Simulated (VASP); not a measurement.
PbO (Litharge), 4 atoms in the cell. It takes space group P4/nmm (No. 129, tetragonal). The conventional cell has a = 3.936 Å, b = 3.936 Å, c = 4.942 Å, α = 90.00°, β = 90.00°, γ = 90.00°. Within 3.0 Å of Pb (site symmetry 4mm) lie 4 O at 2.30 Å. Within 3.0 Å of O (site symmetry -4m2) lie 4 Pb at 2.30 Å and 4 O at 2.78 Å. 

* Program: VASP 6.6.1
* Task: single point
* Functional: r2SCAN
* Potentials or basis: VASP PAW PBE potentials, release 64 (Pb_d, O)
* Cutoff: 520 eV
* k mesh: 4 × 4 × 4
* Occupations: gaussian, width 0.01 eV
* Spin: no spin polarisation
* Dipole correction: no
* Further INCAR settings: ALGO = Normal; EDIFF = 1e-07; NBANDS = 28

Potentials or basis: VASP PAW PBE potentials, release 64 (Pb_d, O).

Command:

```bash
$ cat potpaw_PBE.64/Pb_d/POTCAR potpaw_PBE.64/O/POTCAR > POTCAR
$ cp INCAR.step1 INCAR
$ mpirun -np 1 vasp_std > vasp.out
$ cp INCAR.step2 INCAR
$ mpirun -np 1 vasp_std > vasp.out
```

Hardware: 1 thread of Intel(R) Xeon(R) 6975P-C (Granite Rapids) (shared host).

Problem. Estimate the wall time of this run.

Solution. It took 64 s on 1 thread of Intel(R) Xeon(R) 6975P-C (Granite Rapids) (shared host), peak memory 0.2 GiB. Counts: k points 18.
